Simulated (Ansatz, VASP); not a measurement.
# Two plane-wave programs on Ni3Ge

```
CELL_PARAMETERS angstrom
3.53033 0.00000 0.00000
0.00000 3.53033 0.00000
0.00000 0.00000 3.53033
ATOMIC_POSITIONS crystal
Ni 0.50000 0.00000 0.50000
Ni 0.00000 0.50000 0.50000
Ni 0.50000 0.50000 0.00000
Ge 0.00000 0.00000 0.00000
```

Alike in both runs: task single point; functional r2SCAN; k mesh 12 × 12 × 12; occupations fermi-dirac, width 0.05 eV; no spin polarisation.

|  | VASP | Ansatz |
| --- | --- | --- |
| version | VASP 6.6.1 | Ansatz 0.2.0 |
| potentials or method | VASP PAW PBE potentials, release 64 (Ni, Ge_d), cutoff 520 eV | scalar-relativistic, plane waves, PAW |
| valence electrons in the cell | 44 | 68 |

Ansatz gave:

```
gap on the k mesh at the Fermi level (eV) : none
pressure (GPa)                            : 0.4
```

Problem. Estimate VASP's values.

Solution. gap on the k mesh at the Fermi level (eV): none; pressure (GPa): 0.8.

VASP's potentials were made for PBE, not for r2SCAN. A gap of «none» marks a metal or a gap that the smearing closes. The functional is the same, so the differences come from potentials, cutoffs and numerics. VASP's potentials hold 44 valence electrons a cell and Ansatz's 68, so a difference there can come from the potentials and not from the codes.
